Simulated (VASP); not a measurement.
# K4Mg3MnF12 (P4/mmm) in VASP: single point with PBEsol

Aim: the single point of K4Mg3MnF12 with PBEsol.

Program: VASP 6.6.1. These are calculated values, not measurements. Logs are shortened: lines on timing, memory, paths and dates and some standing lists are left out, and cuts for length are marked.

### Step 1. The cell of the first run

It takes space group P4/mmm (No. 123, tetragonal). Conventional cell: a = 5.642 Å, b = 5.642 Å, c = 7.979 Å, α = 90.00°, β = 90.00°, γ = 90.00°. Within 3.7 Å of K (site symmetry 2mm) lie 12 F at 2.81 to 2.84 Å and 6 Mg at 3.44 to 3.47 Å and 2 Mn at 3.47 Å. Within 2.7 Å of Mn (site symmetry 4/mmm) lie 6 F at 2.06 to 2.07 Å. Within 2.6 Å of Mg (site symmetry 4/mmm) lie 6 F at 1.92 to 2.00 Å. Within 2.6 Å of Mg (site symmetry 4/mmm) lie 6 F at 1.93 to 2.01 Å. Mg (site symmetry 4/mmm) has 6 F at 1.98 to 1.99 Å within 2.6 Å. F (site symmetry m2m) has 1 Mg at 1.93 Å and 1 Mn at 2.06 Å within 2.6 Å. F (site symmetry m2m) has 2 Mg at 1.99 to 2.00 Å within 2.6 Å. Within 2.6 Å of F (site symmetry 4mm) lie 1 Mg at 1.92 Å and 1 Mn at 2.07 Å.

### Step 2. Single point, PBEsol, collinear spin, ferromagnetic start

Contents of INCAR:

```
ALGO     = Normal         # electronic algorithm
EDIFF    = 1E-6           # SCF threshold, eV
ENCUT    = 520            # plane-wave cutoff, eV
GGA      = PS             # functional
ISIF     = 2              # what is computed and relaxed
ISMEAR   = 0              # smearing method
ISPIN    = 2              # spin polarisation
LASPH    = True           # aspherical terms in the spheres
LCHARG   = True           # write CHGCAR
LELF     = True           # ELF
LMAXMIX  = 4              # l up to which the mixer works
LORBIT   = 11             # projections on sites
LREAL    = Auto         
LVHAR    = True         
LWAVE    = False          # write WAVECAR
MAGMOM   = 0 0 0 0 5 0 0 0 0 0 0 0 0 0 0 0 0 0 0 0 # initial moments
NBANDS   = 90             # bands
NELM     = 150            # most SCF steps
PREC     = Accurate       # precision mode
SIGMA    = 0.05           # smearing width, eV
```

Contents of KPOINTS:

```
k-points
0
Gamma
  3 3 2
```

Contents of POSCAR:

```
K4Mg3MnF12
1.0
    3.9897000000      3.9897000000      0.0000000000
   -3.9897000000      3.9897000000      0.0000000000
    0.0000000000      0.0000000000      7.9794000000
K Mn Mg F
4 1 3 12
Direct
    0.5000000000      0.0000000000      0.2525222559
    0.5000000000      0.0000000000      0.7474777441
    0.0000000000      0.5000000000      0.2525222559
    0.0000000000      0.5000000000      0.7474777441
    0.0000000000      0.0000000000      1.0000000000
    0.0000000000      0.0000000000      0.5000000000
    0.5000000000      0.5000000000      1.0000000000
    0.5000000000      0.5000000000      0.5000000000
    0.2579598194      0.7420401806      1.0000000000
    0.2504529799      0.7495470201      0.5000000000
    0.7420401806      0.2579598194      1.0000000000
    0.7495470201      0.2504529799      0.5000000000
    0.2579598194      0.2579598194      1.0000000000
    0.2504529799      0.2504529799      0.5000000000
    0.7420401806      0.7420401806      1.0000000000
    0.7495470201      0.7495470201      0.5000000000
    0.0000000000      0.0000000000      0.2589899289
    0.0000000000      0.0000000000      0.7410100711
    0.5000000000      0.5000000000      0.2516091629
    0.5000000000      0.5000000000      0.7483908371
```

Potentials or basis: VASP PAW PBE potentials, release 64 (K_sv, Mn_pv, Mg, F).

On the command line:

```bash
> cat potpaw_PBE.64/K_sv/POTCAR potpaw_PBE.64/Mn_pv/POTCAR potpaw_PBE.64/Mg/POTCAR potpaw_PBE.64/F/POTCAR > POTCAR
> mpirun -np 1 vasp_std > vasp.out
```

OUTCAR:

```text
EDIFF = 1E-6
   ENCUT = 520
   GGA = PS
   ISIF = 2
   ISMEAR = 0
   ISPIN = 2
   LASPH = True
   LORBIT = 11
   LREAL = Auto
   NELM = 150
   PREC = Accurate

 ion  position               nearest neighbor table
   1  0.500  0.000  0.253-  10 2.81  12 2.81  14 2.81  16 2.81  19 2.82  19 2.82  17 2.82  17 2.82
                            13 2.84  11 2.84  15 2.84   9 2.84   8 3.44   6 3.44   6 3.44   8 3.44
   2  0.500  0.000  0.747-  10 2.81  12 2.81  14 2.81  16 2.81  20 2.82  20 2.82  18 2.82  18 2.82
                            13 2.84  11 2.84  15 2.84   9 2.84   8 3.44   6 3.44   6 3.44   8 3.44
   3  0.000  0.500  0.253-  10 2.81  12 2.81  14 2.81  16 2.81  19 2.82  19 2.82  17 2.82  17 2.82
                            13 2.84  11 2.84  15 2.84   9 2.84   6 3.44   6 3.44   8 3.44   8 3.44
   4  0.000  0.500  0.747-  10 2.81  12 2.81  14 2.81  16 2.81  20 2.82  20 2.82  18 2.82  18 2.82
                            13 2.84  11 2.84  15 2.84   9 2.84   6 3.44   6 3.44   8 3.44   8 3.44
   5  0.000  0.000  0.000-   9 2.06  11 2.06  13 2.06  15 2.06  17 2.07  18 2.07   3 3.47   4 3.47
                             1 3.47   2 3.47   3 3.47   4 3.47   1 3.47   2 3.47
   6  0.000  0.000  0.500-  17 1.92  18 1.92  14 2.00  16 2.00  10 2.00  12 2.00   3 3.44   4 3.44
                             1 3.44   2 3.44   3 3.44   4 3.44   1 3.44   2 3.44
   7  0.500  0.500  0.000-   9 1.93  11 1.93  13 1.93  15 1.93  19 2.01  20 2.01   3 3.47   4 3.47
                             1 3.47   2 3.47   1 3.47   2 3.47   3 3.47   4 3.47
   8  0.500  0.500  0.500-  19 1.98  20 1.98  14 1.99  16 1.99  10 1.99  12 1.99   3 3.44   4 3.44
                             1 3.44   2 3.44   1 3.44   2 3.44   3 3.44   4 3.44
   9  0.258  0.742  0.000-   7 1.93   5 2.06   3 2.84   4 2.84   1 2.84   2 2.84
  10  0.250  0.750  0.500-   8 1.99   6 2.00   3 2.81   4 2.81   1 2.81   2 2.81
  11  0.742  0.258  0.000-   7 1.93   5 2.06   3 2.84   4 2.84   1 2.84   2 2.84
  12  0.750  0.250  0.500-   8 1.99   6 2.00   3 2.81   4 2.81   1 2.81   2 2.81
  13  0.258  0.258  0.000-   7 1.93   5 2.06   3 2.84   4 2.84   1 2.84   2 2.84
  14  0.250  0.250  0.500-   8 1.99   6 2.00   3 2.81   4 2.81   1 2.81   2 2.81
  15  0.742  0.742  0.000-   7 1.93   5 2.06   3 2.84   4 2.84   1 2.84   2 2.84
  16  0.750  0.750  0.500-   8 1.99   6 2.00   3 2.81   4 2.81   1 2.81   2 2.81
  17  0.000  0.000  0.259-   6 1.92   5 2.07   1 2.82   3 2.82   3 2.82   1 2.82
  18  0.000  0.000  0.741-   6 1.92   5 2.07   2 2.82   4 2.82   4 2.82   2 2.82
  19  0.500  0.500  0.252-   8 1.98   7 2.01   1 2.82   3 2.82   1 2.82   3 2.82
  20  0.500  0.500  0.748-   8 1.98   7 2.01   2 2.82   4 2.82   2 2.82   4 2.82

  LATTYP: Found a simple tetragonal cell.
 ALAT       =     5.6422878498
 C/A-ratio  =     1.4142135624

  Lattice vectors:

 A1 = (   3.9897000000,   3.9897000000,   0.0000000000)
 A2 = (  -3.9897000000,   3.9897000000,   0.0000000000)
 A3 = (   0.0000000000,   0.0000000000,   7.9794000000)

Analysis of symmetry for initial positions (statically):
=====================================================================
 Subroutine PRICEL returns:
 Original cell was already a primitive cell.

 Routine SETGRP: Setting up the symmetry group for a
 simple tetragonal supercell.

 Subroutine GETGRP returns: Found 16 space group operations
 (whereof 16 operations were pure point group operations)
 out of a pool of 16 trial point group operations.

The static configuration has the point symmetry D_4h.

Analysis of symmetry for dynamics (positions and initial velocities):
=====================================================================
 Subroutine PRICEL returns:
 Original cell was already a primitive cell.

 Routine SETGRP: Setting up the symmetry group for a
 simple tetragonal supercell.

 Subroutine GETGRP returns: Found 16 space group operations
 (whereof 16 operations were pure point group operations)
 out of a pool of 16 trial point group operations.

The dynamic configuration has the point symmetry D_4h.

Analysis of structural, dynamic, and magnetic symmetry:
=====================================================================
 Subroutine PRICEL returns:
 Original cell was already a primitive cell.

 Routine SETGRP: Setting up the symmetry group for a
 simple tetragonal supercell.

 Subroutine GETGRP returns: Found 16 space group operations
 (whereof 16 operations were pure point group operations)
 out of a pool of 16 trial point group operations.

The overall configuration has the point symmetry D_4h.

 Subroutine INISYM returns: Found 16 space group operations
 (whereof 16 operations are pure point group operations),
 and found     1 'primitive' translations

----------------------------------------------------------------------------------------

                                     Primitive cell

[... 105 lines left out ...]
   ENCUT  =  520.0 eV  38.22 Ry    6.18 a.u.  10.49 10.49 14.84*2*pi/ulx,y,z
   NELM   =    150;   NELMIN=  2; NELMDL= -5     # of ELM steps
   EDIFF  = 0.1E-05   stopping-criterion for ELM
   LREAL  =      T    real-space projection
   EDIFFG = 0.1E-04   stopping-criterion for IOM
   NSW    =      0    number of steps for IOM
   IBRION =     -1    ionic relax: 0-MD 1-quasi-New 2-CG
   NFREE  =      0    steps in history (QN), initial steepest desc. (CG)
   ISIF   =      2    stress and relaxation
   ISYM   =      2    0-nonsym 1-usesym 2-fastsym
   POTIM  = 0.5000    time-step for ionic-motion
   TEBEG  =    0.0;   TEEND  =   0.0 temperature during run
   PSTRESS=    0.0 pullay stress
   NELECT =     139.0000    total number of electrons
   NUPDOWN=      -1.0000    fix difference up-down
   EMIN   =  10.00;   EMAX   =-10.00  energy-range for DOS
   EFERMI =   0.00;   METHOD = LEGACY
   ISMEAR =     0;   SIGMA  =   0.05  broadening in eV -4-tet -1-fermi 0-gaus
   EFERMI_NEDOS =   21; number of points for ismear=-14 and -15
   IALGO  =     38    algorithm
   IMIX   =      4    mixing-type and parameters
     AMIX     =   0.40;   BMIX     =  1.00
     AMIX_MAG =   1.60;   BMIX_MAG =  1.00
  volume/ion in A,a.u.               =      12.70        85.71
  Fermi-wavevector in a.u.,A,eV,Ry     =   1.339017  2.530376 24.394802  1.792967
  Thomas-Fermi vector in A             =   2.467442
   LORBIT       =     11    0 simple, 1 ext, 2 COOP (PROOUT), +10 PAW based schemes
   GGA     = PS    functional components
   LHFCALC =     F    Hartree Fock is set to
   AEXX    =    0.0000 exact exchange contribution
   IVDW    =     0    specifies the selected vdW correction
   LEPSILON=     F    determine dielectric tensor
   LRPA    =     F    only Hartree local field effects (RPA)
 spin polarized calculation
 Gauss-broadening in eV      SIGMA  =   0.05
  energy-cutoff  :      520.00
  volume of cell :      254.03
 maximum number of plane-waves:      6865
 NGX is ok and might be reduce to    42
   NGX = 21   NGY = 21   NGZ = 29

 number of electron     138.9999918 magnetization       5.0000014

 Free energy of the ion-electron system (eV)
  ---------------------------------------------------
  ext. energy  EPLUGINS =         0.00000000
  ---------------------------------------------------
  free energy    TOTEN  =      -104.91636372 eV

  energy without entropy =     -104.91636372  energy(sigma->0) =     -104.91636372

 E-fermi :   2.9227     XC(G=0): -10.0623

 val. band max:        2.5521899115   @ k =   0.0000   0.0000   0.5000
 cond. band min:       5.1651650237   @ k =   0.0000   0.0000   0.0000
 fundamental gap:      2.6129751122
 Fermi energy:         2.9226651599

 spin component 1

 k-point     1 :       0.0000    0.0000    0.0000
  band No.  band energies     occupation
      1     -46.8390      1.00000
      2     -46.8300      1.00000
      3     -46.8300      1.00000
      4     -27.0075      1.00000
      5     -26.9776      1.00000
      6     -26.9568      1.00000
[... 493 lines left out ...]
     80       9.5203      0.00000
     81       9.8476      0.00000
 Fermi energy:         2.9226651599

 spin component 2

 k-point     1 :       0.0000    0.0000    0.0000
  band No.  band energies     occupation
      1     -41.9828      1.00000
      2     -41.9734      1.00000
      3     -41.9734      1.00000
      4     -27.0072      1.00000
      5     -26.9775      1.00000
      6     -26.9568      1.00000
[... 493 lines left out ...]
     80       9.5687      0.00000
     81       9.8881      0.00000
 [bands above 81 left out]

------------------------ aborting loop because EDIFF is reached ----------------------------------------

  FORCE on cell =-STRESS in cart. coord.  units (eV):
  Direction    XX          YY          ZZ          XY          YZ          ZX
  --------------------------------------------------------------------------------------
  -------------------------------------------------------------------------------------
  Total        4.1180714      4.1180714      4.1595358      0.0000000     -0.0000000     -0.0000000
  in kB       25.9730974     25.9730974     26.2346172      0.0000000     -0.0000000     -0.0000000
  external PRESSURE =      26.0602707 kB  Pullay stress =       0.0000000 kB

 VOLUME and BASIS-vectors are now :
 -----------------------------------------------------------------------------
  energy-cutoff  :      520.00
  volume of cell :      254.03
      direct lattice vectors                 reciprocal lattice vectors
     3.989700000  3.989700000  0.000000000     0.125322706  0.125322706  0.000000000
    -3.989700000  3.989700000  0.000000000    -0.125322706  0.125322706  0.000000000
     0.000000000  0.000000000  7.979400000     0.000000000  0.000000000  0.125322706

 POSITION                                       TOTAL-FORCE (eV/Angst)
 -----------------------------------------------------------------------------------
      1.99485      1.99485      2.01498        -0.000000      0.000000     -0.007820
      1.99485      1.99485      5.96442        -0.000000      0.000000      0.007820
     -1.99485      1.99485      2.01498        -0.000000      0.000000     -0.007820
     -1.99485      1.99485      5.96442        -0.000000      0.000000      0.007820
      0.00000      0.00000      0.00000        -0.000000      0.000000      0.000000
      0.00000      0.00000      3.98970        -0.000000      0.000000      0.000000
[... 12 lines left out ...]
      0.00000      3.98970      2.00769        -0.000000      0.000000     -0.002640
      0.00000      3.98970      5.97171        -0.000000      0.000000      0.002640
 -----------------------------------------------------------------------------------
    total drift:                               -0.000000      0.000000      0.000000

  FREE ENERGIE OF THE ION-ELECTRON SYSTEM (eV)
  ---------------------------------------------------
  free  energy   TOTEN  =      -104.9163637166 eV

  energy  without entropy=     -104.9163637166  energy(sigma->0) =     -104.91636372

 total charge

# of ion       s       p       d       tot
------------------------------------------
    1        1.954   5.577   0.028   7.560
    2        1.954   5.577   0.028   7.560
    3        1.954   5.577   0.028   7.560
    4        1.954   5.577   0.028   7.560
    5        0.186   6.186   5.010  11.383
    6        0.134   0.173   0.087   0.394
[... 12 lines left out ...]
   19        1.728   4.395   0.000   6.123
   20        1.728   4.395   0.000   6.123
--------------------------------------------------
tot         29.153  81.707   5.384 116.244

 magnetization (x)

# of ion       s       p       d       tot
------------------------------------------
    1       -0.000   0.000   0.000   0.000
    2       -0.000   0.000   0.000   0.000
    3       -0.000   0.000   0.000   0.000
    4       -0.000   0.000   0.000   0.000
    5        0.018   0.021   4.495   4.534
    6        0.002   0.002   0.001   0.004
[... 12 lines left out ...]
   19        0.000   0.001   0.000   0.001
   20        0.000   0.001   0.000   0.001
--------------------------------------------------
tot          0.043   0.232   4.498   4.772
```

Wall time 8.6 min (1 thread of Oxide Virtual Turin-like, shared host); peak memory 0.46 GiB.

What came out:

```
Free energy                                           : -104.9164 eV
Pressure                                              : 2.6 GPa
Largest force                                         : 0.086 eV/Å
Band gap on the k mesh                                : 2.61 eV
Net moment                                            : 5.00 μB per cell
Site moments                                          : K +0.00; Mn +4.53; Mg +0.00, +0.01 (each value once); F +0.04, +0.00 (each value once) μB
Valence electrons inside the program's atomic spheres : K 7.56; Mn 11.38; Mg 0.39, 0.41, 0.38; F 6.12
```

Forces on the atoms (eV/Å):
```
K    0.000  0.000 -0.008
K    0.000  0.000  0.008
K    0.000  0.000 -0.008
K    0.000  0.000  0.008
Mn   0.000  0.000  0.000
Mg   0.000  0.000  0.000
Mg   0.000  0.000  0.000
Mg   0.000  0.000  0.000
F   -0.086  0.000  0.000
F    0.001  0.000  0.000
F    0.086  0.000  0.000
F   -0.001  0.000  0.000
F    0.000 -0.086  0.000
F    0.000  0.001  0.000
F    0.000  0.086  0.000
F    0.000 -0.001  0.000
F    0.000  0.000 -0.084
F    0.000  0.000  0.084
F    0.000  0.000 -0.003
F    0.000  0.000  0.003
```

Caveat: the PAW data sets were made with another functional, which shifts forces and pressure a little; a cell with one magnetic atom can't hold antiferromagnetic order, which such compounds often take. A k mesh can miss the band edges.
